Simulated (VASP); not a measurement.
Input of a VASP 6.6.1 run:

File INCAR:

```
ALGO = Normal
EDIFF = 1E-6
ENCUT = 520
GGA = PE
ISIF = 2
ISMEAR = -1
ISPIN = 2
LASPH = T
LCHARG = F
LMAXMIX = 4
LORBIT = 11
LREAL = F
LWAVE = F
MAGMOM = 0.5
NBANDS = 14
NELM = 150
NUPDOWN = 0.5
PREC = Accurate
SIGMA = 0.03
```

KPOINTS

```
k-points
0
Gamma
  15 15 15
```

The input POSCAR:

```
Ir
1.0
    0.0000000000      1.9156000000      1.9156000000
    1.9156000000      0.0000000000      1.9156000000
    1.9156000000      1.9156000000      0.0000000000
Ir
1
Direct
    0.0000000000      0.0000000000      0.0000000000
```

Potentials or basis: VASP PAW PBE potentials, release 64 (Ir).

The run is started by

```bash
$ cat potpaw_PBE.64/Ir/POTCAR > POTCAR
$ mpirun -np 1 vasp_std > vasp.out
```

(1) What does it give for the pressure?

Results:

(1) 15.1 GPa.

Caveat: the total moment is fixed, so each spin has its own Fermi level.
